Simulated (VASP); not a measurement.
# Hf4C (P-3m1) in VASP: further runs

Runs on Hf4C. Level: PBE. Tasks: single point.

Everything below comes from runs of VASP 6.6.1. Logs are shortened: lines on timing, memory, paths and dates and some standing lists are left out, and cuts for length are marked.

## (1) The cell of the first run

Symmetry: P-3m1, No. 164, trigonal system. Conventional cell: a = 3.248 Å, b = 3.248 Å, c = 10.364 Å, α = 90.00°, β = 90.00°, γ = 120.00°. Hf (site symmetry 3m) has 3 C at 2.27 Å within 3.0 Å. Hf (site symmetry 3m) has 12 Hf at 3.08 to 3.26 Å within 4.1 Å. Within 3.0 Å of C (site symmetry -3m) lie 6 Hf at 2.27 Å.

## (2) Single point, PBE

INCAR

```
SYSTEM = Hf4C
ALGO = Normal ; EDIFF = 1E-6
ENCUT = 520 ; GGA = PE
ISIF = 2 ; ISMEAR = 0
LASPH = .TRUE. ; LCHARG = .FALSE.
LREAL = .FALSE. ; LWAVE = .FALSE.
NBANDS = 30 ; NELM = 80
PREC = Accurate ; SIGMA = 0.1
```

KPOINTS

```
k-points
0
G
  12 12 4
  0 0 0
```

POSCAR

```
Hf4C
1.0
    3.2475980563      0.0000000000      0.0000000000
   -1.6237990282      2.8125024180      0.0000000000
    0.0000000000      0.0000000000     10.3636916314
Hf C
4 1
Direct
    0.6666666667      0.3333333333      0.8757598064
    0.3333333333      0.6666666667      0.1242401936
    0.6666666667      0.3333333333      0.3819572959
    0.3333333333      0.6666666667      0.6180427041
    0.0000000000      0.0000000000      0.0000000000
```

Potentials or basis: VASP PAW PBE potentials, release 64 (Hf_pv, C).

The run is started by

```bash
$ cat potpaw_PBE.64/Hf_pv/POTCAR potpaw_PBE.64/C/POTCAR > POTCAR
$ mpirun -np 1 vasp_std > vasp.out
```

OUTCAR:

```text
SYSTEM = Hf4C
   EDIFF = 1E-6
   ENCUT = 520
   GGA = PE
   ISIF = 2
   ISMEAR = 0
   LASPH = .TRUE.
   LREAL = .FALSE.
   NELM = 80
   PREC = Accurate

 ion  position               nearest neighbor table
   1  0.667  0.333  0.876-   5 2.27   5 2.27   5 2.27   2 3.19   2 3.19   2 3.19   4 3.26   4 3.26
                             4 3.26
   2  0.333  0.667  0.124-   5 2.27   5 2.27   5 2.27   1 3.19   1 3.19   1 3.19   3 3.26   3 3.26
                             3 3.26
   3  0.667  0.333  0.382-   4 3.08   4 3.08   4 3.08   2 3.26   2 3.26   2 3.26
   4  0.333  0.667  0.618-   3 3.08   3 3.08   3 3.08   1 3.26   1 3.26   1 3.26
   5  0.000  0.000  0.000-   1 2.27   2 2.27   2 2.27   1 2.27   1 2.27   2 2.27

  LATTYP: Found a hexagonal cell.
 ALAT       =     3.2475980563
 C/A-ratio  =     3.1911866714

  Lattice vectors:

 A1 = (   3.2475980563,   0.0000000000,   0.0000000000)
 A2 = (  -1.6237990282,   2.8125024180,   0.0000000000)
 A3 = (   0.0000000000,   0.0000000000,  10.3636916314)

Analysis of symmetry for initial positions (statically):
=====================================================================
 Subroutine PRICEL returns:
 Original cell was already a primitive cell.

 Routine SETGRP: Setting up the symmetry group for a
 hexagonal supercell.

 Subroutine GETGRP returns: Found 12 space group operations
 (whereof 12 operations were pure point group operations)
 out of a pool of 24 trial point group operations.

The static configuration has the point symmetry D_3d.

Analysis of symmetry for dynamics (positions and initial velocities):
=====================================================================
 Subroutine PRICEL returns:
 Original cell was already a primitive cell.

 Routine SETGRP: Setting up the symmetry group for a
 hexagonal supercell.

 Subroutine GETGRP returns: Found 12 space group operations
 (whereof 12 operations were pure point group operations)
 out of a pool of 24 trial point group operations.

The dynamic configuration has the point symmetry D_3d.

 Subroutine INISYM returns: Found 12 space group operations
 (whereof 12 operations are pure point group operations),
 and found     1 'primitive' translations

----------------------------------------------------------------------------------------

                                     Primitive cell

  volume of cell :      94.6607

  direct lattice vectors                    reciprocal lattice vectors
     3.247598056  0.000000000  0.000000000     0.307919879  0.177777625  0.000000000
    -1.623799028  2.812502418  0.000000000     0.000000000  0.355555250  0.000000000
     0.000000000  0.000000000 10.363691631     0.000000000  0.000000000  0.096490713

  length of vectors
     3.247598056  3.247598056 10.363691631     0.355555250  0.355555250  0.096490713

  position of ions in fractional coordinates (direct lattice)
     0.666666667  0.333333333  0.875759806
     0.333333333  0.666666667  0.124240194
     0.666666667  0.333333333  0.381957296
     0.333333333  0.666666667  0.618042704
     0.000000000  0.000000000  0.000000000

  ion indices of the primitive-cell ions
   primitive index   ion index
                 1           1
                 2           2
                 3           3
                 4           4
                 5           5

----------------------------------------------------------------------------------------

 KPOINTS: k-points

Automatic generation of k-mesh.
 Grid dimensions read from file:
 generate k-points for:   12   12    4

 Generating k-lattice:

  Cartesian coordinates                     Fractional coordinates (reciprocal lattice)
     0.025659990  0.014814802  0.000000000     0.083333333  0.000000000  0.000000000
     0.000000000  0.029629604  0.000000000     0.000000000  0.083333333  0.000000000
     0.000000000  0.000000000  0.024122678     0.000000000  0.000000000  0.250000000

  Length of vectors
     0.029629604  0.029629604  0.024122678

  Shift w.r.t. Gamma in fractional coordinates (k-lattice)
     0.000000000  0.000000000  0.000000000

 Subroutine IBZKPT returns following result:
 ===========================================

 Found     69 irreducible k-points:

 Following reciprocal coordinates:
            Coordinates               Weight
  0.000000  0.000000  0.000000      1.000000
  0.083333 -0.000000  0.000000      6.000000
  0.166667 -0.000000  0.000000      6.000000
  0.250000 -0.000000  0.000000      6.000000
  0.333333 -0.000000  0.000000      6.000000
  0.416667 -0.000000  0.000000      6.000000
[... 16 lines left out ...]
  0.166667 -0.000000  0.250000      6.000000
  0.000000  0.166667  0.250000      6.000000
 [... further k-points ...]
   k-points           NKPTS =     69   k-points in BZ     NKDIM =     69   number of bands    NBANDS=     30
   number of dos      NEDOS =    301   number of ions     NIONS =      5
   total plane-waves  NPLWV =  46080
   dimension x,y,z NGX =    24 NGY =   24 NGZ =   80
   dimension x,y,z NGXF=    48 NGYF=   48 NGZF=  160
   ions per type =               4   1
   NGX,Y,Z   is equivalent  to a cutoff of  12.29, 12.29, 12.83 a.u.
   NGXF,Y,Z  is equivalent  to a cutoff of  24.57, 24.57, 25.67 a.u.
 SYSTEM =  Hf4C
   PREC   = accura    normal or accurate (medium, high low for compatibility)
   ISTART =      0    job   : 0-new  1-cont  2-samecut
   ICHARG =      2    charge: 1-file 2-atom 10-const
   ISPIN  =      1    spin polarized calculation?
   LNONCOLLINEAR =      F non collinear calculations
   LSORBIT =      F    spin-orbit coupling
   LASPH  =      T    aspherical Exc in radial PAW
   ENCUT  =  520.0 eV  38.22 Ry    6.18 a.u.   6.04  6.04 19.27*2*pi/ulx,y,z
   NELM   =     80;   NELMIN=  2; NELMDL= -5     # of ELM steps
   EDIFF  = 0.1E-05   stopping-criterion for ELM
   LREAL  =      F    real-space projection
   EDIFFG = 0.1E-04   stopping-criterion for IOM
   NSW    =      0    number of steps for IOM
   IBRION =     -1    ionic relax: 0-MD 1-quasi-New 2-CG
   NFREE  =      0    steps in history (QN), initial steepest desc. (CG)
   ISIF   =      2    stress and relaxation
   ISYM   =      2    0-nonsym 1-usesym 2-fastsym
   POTIM  = 0.5000    time-step for ionic-motion
   TEBEG  =    0.0;   TEEND  =   0.0 temperature during run
   PSTRESS=    0.0 pullay stress
   NELECT =      44.0000    total number of electrons
   NUPDOWN=      -1.0000    fix difference up-down
   EMIN   =  10.00;   EMAX   =-10.00  energy-range for DOS
   EFERMI =   0.00;   METHOD = LEGACY
   ISMEAR =     0;   SIGMA  =   0.10  broadening in eV -4-tet -1-fermi 0-gaus
   EFERMI_NEDOS =   21; number of points for ismear=-14 and -15
   IALGO  =     38    algorithm
   IMIX   =      4    mixing-type and parameters
     AMIX     =   0.40;   BMIX     =  1.00
     AMIX_MAG =   1.60;   BMIX_MAG =  1.00
  volume/ion in A,a.u.               =      18.93       127.76
  Fermi-wavevector in a.u.,A,eV,Ry     =   1.268146  2.396448 21.880803  1.608194
  Thomas-Fermi vector in A             =   2.401256
   LORBIT       =      0    0 simple, 1 ext, 2 COOP (PROOUT), +10 PAW based schemes
   GGA     = PE    functional components
   LHFCALC =     F    Hartree Fock is set to
   AEXX    =    0.0000 exact exchange contribution
   IVDW    =     0    specifies the selected vdW correction
   LEPSILON=     F    determine dielectric tensor
   LRPA    =     F    only Hartree local field effects (RPA)
 non-spin polarized calculation
 Gauss-broadening in eV      SIGMA  =   0.10
  energy-cutoff  :      520.00
  volume of cell :       94.66
 maximum number of plane-waves:      2592
   NGX = 13   NGY = 13   NGZ = 39

 number of electron      43.9999999 magnetization

 Free energy of the ion-electron system (eV)
  ---------------------------------------------------
  ext. energy  EPLUGINS =         0.00000000
  ---------------------------------------------------
  free energy    TOTEN  =       -50.87082506 eV

  energy without entropy =      -50.85411522  energy(sigma->0) =      -50.86247014

 E-fermi :   4.9858     XC(G=0): -11.4146

 val. band max:        4.9834877285   @ k =   0.4167   0.1667   0.2500
 cond. band min:       4.9869479751   @ k =   0.2500   0.1667   0.0000
 fundamental gap:      0.0034602466
 Fermi energy:         4.9857713425

 k-point     1 :       0.0000    0.0000    0.0000
  band No.  band energies     occupation
      1     -25.9442      2.00000
      2     -25.5018      2.00000
      3     -25.4787      2.00000
      4     -25.3698      2.00000
      5     -25.3698      2.00000
      6     -25.2880      2.00000
[... 22 lines left out ...]
     29       7.6091      0.00000
     30       7.6091      0.00000

 k-point     2 :       0.0833   -0.0000    0.0000
  band No.  band energies     occupation
      1     -25.9313      2.00000
      2     -25.5034      2.00000
      3     -25.4986      2.00000
      4     -25.3835      2.00000
      5     -25.3799      2.00000
      6     -25.3126      2.00000
[... 22 lines left out ...]
     29       7.2425      0.00000
     30       7.4249      0.00000

 k-point     3 :       0.1667   -0.0000    0.0000
  band No.  band energies     occupation
      1     -25.8965      2.00000
      2     -25.5683      2.00000
      3     -25.5203      2.00000
      4     -25.4102      2.00000
      5     -25.4067      2.00000
      6     -25.3655      2.00000
[... 22 lines left out ...]
     29       7.2819      0.00000
     30       7.6689      0.00000

 k-point     4 :       0.2500   -0.0000    0.0000
  band No.  band energies     occupation
      1     -25.8547      2.00000
      2     -25.6767      2.00000
      3     -25.5738      2.00000
      4     -25.4505      2.00000
      5     -25.4423      2.00000
      6     -25.4054      2.00000
[... 616 lines left out ...]
     29       7.6199      0.00000
     30       7.6617      0.00000

 k-point    23 :       0.1667   -0.0000    0.2500
  band No.  band energies     occupation
      1     -25.8898      2.00000
      2     -25.6168      2.00000
      3     -25.4734      2.00000
      4     -25.4206      2.00000
      5     -25.4066      2.00000
      6     -25.3506      2.00000
[... 22 lines left out ...]
     29       7.4925      0.00000
     30       7.5611      0.00000

 k-point    24 :       0.0000    0.1667    0.2500
  band No.  band energies     occupation
      1     -25.8901      2.00000
      2     -25.6135      2.00000
      3     -25.4867      2.00000
      4     -25.4066      2.00000
      5     -25.3978      2.00000
      6     -25.3654      2.00000
[... 22 lines left out ...]
     29       7.6686      0.00000
     30       7.7686      0.00000

 [... further k-points ...]
[... 5 lines left out ...]
  --------------------------------------------------------------------------------------
  -------------------------------------------------------------------------------------
  Total       -0.3048015     -0.3048015     -0.3009386      0.0000000      0.0000000     -0.0000000
  in kB       -5.1589108     -5.1589108     -5.0935293      0.0000000      0.0000000     -0.0000000
  external PRESSURE =      -5.1371170 kB  Pullay stress =       0.0000000 kB

 VOLUME and BASIS-vectors are now :
 -----------------------------------------------------------------------------
  energy-cutoff  :      520.00
  volume of cell :       94.66
      direct lattice vectors                 reciprocal lattice vectors
     3.247598056  0.000000000  0.000000000     0.307919879  0.177777625  0.000000000
    -1.623799028  2.812502418  0.000000000     0.000000000  0.355555250  0.000000000
     0.000000000  0.000000000 10.363691631     0.000000000  0.000000000  0.096490713

 POSITION                                       TOTAL-FORCE (eV/Angst)
 -----------------------------------------------------------------------------------
      1.62380      0.93750      9.07610         0.000000      0.000000      0.057561
     -0.00000      1.87500      1.28759        -0.000000      0.000000     -0.057561
      1.62380      0.93750      3.95849        -0.000000      0.000000      0.025768
     -0.00000      1.87500      6.40520         0.000000     -0.000000     -0.025768
      0.00000      0.00000      0.00000        -0.000000      0.000000      0.000000
 -----------------------------------------------------------------------------------
    total drift:                                0.000000     -0.000000      0.000000

  FREE ENERGIE OF THE ION-ELECTRON SYSTEM (eV)
  ---------------------------------------------------
  free  energy   TOTEN  =       -50.8708250574 eV

  energy  without entropy=      -50.8541152198  energy(sigma->0) =      -50.86247014
```

It took 1.8 min on 1 thread of Intel Xeon Platinum 8488C (Sapphire Rapids), shared host; peak memory 0.3 GiB.

What came out:

| Item | Value |
| --- | --- |
| Free energy | -50.8708 eV |
| Pressure | -0.5 GPa |
| Largest force | 0.058 eV/Å |
| Band gap on the k mesh | zero (band 22 reaches 6.15 eV, above the bottom of band 23 at 4.44 eV) |

Forces on the atoms (eV/Å):
```
Hf   0.000  0.000  0.058
Hf   0.000  0.000 -0.058
Hf   0.000  0.000  0.026
Hf   0.000  0.000 -0.026
C    0.000  0.000  0.000
```

Caveat: spin-orbit coupling is left out, which moves the levels of the heavy elements.

## (3) Single point, PBE

INCAR

```
PREC = Accurate
ENCUT = 520
EDIFF = 1E-7
ISMEAR = 0
SIGMA = 0.1
LREAL = False
LASPH = True
NELM = 100
ALGO = Normal
ISIF = 2
LWAVE = False
LCHARG = False
GGA = PE
NBANDS = 30
```

KPOINTS

```
Automatic mesh
0
Gamma
  12 12 4
```

POSCAR is that of step 2.

Potentials or basis: VASP PAW PBE potentials, release 64 (Hf_pv, C).

The run is started by

```bash
$ cat potpaw_PBE.64/Hf_pv/POTCAR potpaw_PBE.64/C/POTCAR > POTCAR
$ mpirun -np 1 vasp_std > vasp.out
```

Run time: 1.8 min. Hardware: 1 thread of Intel Xeon Platinum 8488C (Sapphire Rapids), shared host; peak memory 0.3 GiB.

It converged, with:

* Free energy: -50.8708 eV
* Pressure: -0.5 GPa
* Largest force: 0.058 eV/Å
* Band gap on the k mesh: zero (band 22 reaches 6.15 eV, above the bottom of band 23 at 4.44 eV)

Forces on the atoms (eV/Å):
```
Hf   0.000  0.000  0.058
Hf   0.000  0.000 -0.058
Hf   0.000  0.000  0.026
Hf   0.000  0.000 -0.026
C    0.000  0.000  0.000
```

Levels at points of the mesh, in eV from the Fermi level:
| k point | band 18 | band 19 | band 20 | band 21 | band 22 | band 23 | band 24 | band 25 | band 26 | band 27 |
| --- | --- | --- | --- | --- | --- | --- | --- | --- | --- | --- |
| (0.00, 0.00, 0.00) | -2.42 | -1.54 | -0.61 | 0.57 | 1.16 | 1.16 | 1.17 | 1.17 | 1.50 | 1.91 |
| (0.50, 0.00, 0.00) | -2.47 | -2.18 | -1.10 | -0.96 | -0.65 | 0.44 | 0.66 | 1.27 | 1.44 | 2.91 |
| (0.00, 0.00, 0.50) | -2.42 | -1.74 | -0.29 | 0.84 | 1.06 | 1.06 | 1.11 | 1.46 | 1.46 | 1.57 |
| (0.50, 0.00, 0.50) | -2.47 | -1.78 | -1.53 | -1.03 | -0.88 | 0.55 | 0.82 | 1.28 | 1.41 | 3.35 |

Caveat: spin-orbit coupling is left out, which moves the levels of the heavy elements.

## (4) Single point, PBE

This run uses another cell than the first one, of 19.06 Å³/atom, 1.007 times its volume.

INCAR

```
PREC = Accurate
ENCUT = 520
EDIFF = 1E-7
ISMEAR = 0
SIGMA = 0.2
LREAL = F
LASPH = T
NELM = 100
ALGO = Normal
ISIF = 2
LWAVE = F
LCHARG = F
GGA = PE
NBANDS = 30
```

KPOINTS

```
regular mesh
0
Gamma
  6 6 2
```

POSCAR

```
Hf4C
1.0
    3.2524166227      0.0000000000      0.0000000000
   -1.6262083114      2.8166754189      0.0000000000
    0.0000000000      0.0000000000     10.4017935320
Hf C
4 1
Direct
    0.6666666667      0.3333333333      0.8762282746
    0.3333333333      0.6666666667      0.1237717254
    0.6666666667      0.3333333333      0.3818388691
    0.3333333333      0.6666666667      0.6181611309
    0.0000000000      0.0000000000      0.0000000000
```

The run is started by

```bash
$ cat potpaw_PBE.64/Hf_pv/POTCAR potpaw_PBE.64/C/POTCAR > POTCAR
$ mpirun -np 1 vasp_std > vasp.out
```

Run time: 40 s. Hardware: 1 thread of Intel Xeon Platinum 8488C (Sapphire Rapids), shared host; peak memory 0.21 GiB.

Results (log left out):

| Quantity | Value |
| --- | --- |
| Free energy | -50.8675 eV |
| Pressure | -1.0 GPa |
| Largest force | 0.036 eV/Å |
| Band gap on the k mesh | zero (band 22 reaches 6.10 eV, above the bottom of band 23 at 4.41 eV) |

Forces on the atoms (eV/Å):
```
Hf   0.000  0.000  0.036
Hf   0.000  0.000 -0.036
Hf   0.000  0.000  0.023
Hf   0.000  0.000 -0.023
C    0.000  0.000  0.000
```

Stress tensor (GPa, compression positive):
```
-1.22  0.00  0.00
 0.00 -1.22  0.00
 0.00  0.00 -0.52
```

Levels at points of the mesh, in eV from the Fermi level:
```csv
k point,band 19,band 20,band 21,band 22,band 23,band 24,band 25,band 26
"(0.00, 0.00, 0.00)",-1.56,-0.62,0.56,1.16,1.16,1.18,1.18,1.48
"(0.50, 0.00, 0.00)",-2.16,-1.11,-0.95,-0.65,0.43,0.65,1.26,1.47
"(0.00, 0.00, 0.50)",-1.73,-0.32,0.83,1.07,1.07,1.10,1.47,1.47
"(0.50, 0.00, 0.50)",-1.78,-1.51,-1.02,-0.87,0.53,0.81,1.31,1.39
```

Caveat: the k points lie up to 0.37 Å⁻¹ apart; spin-orbit coupling is left out, which moves the levels of the heavy elements.
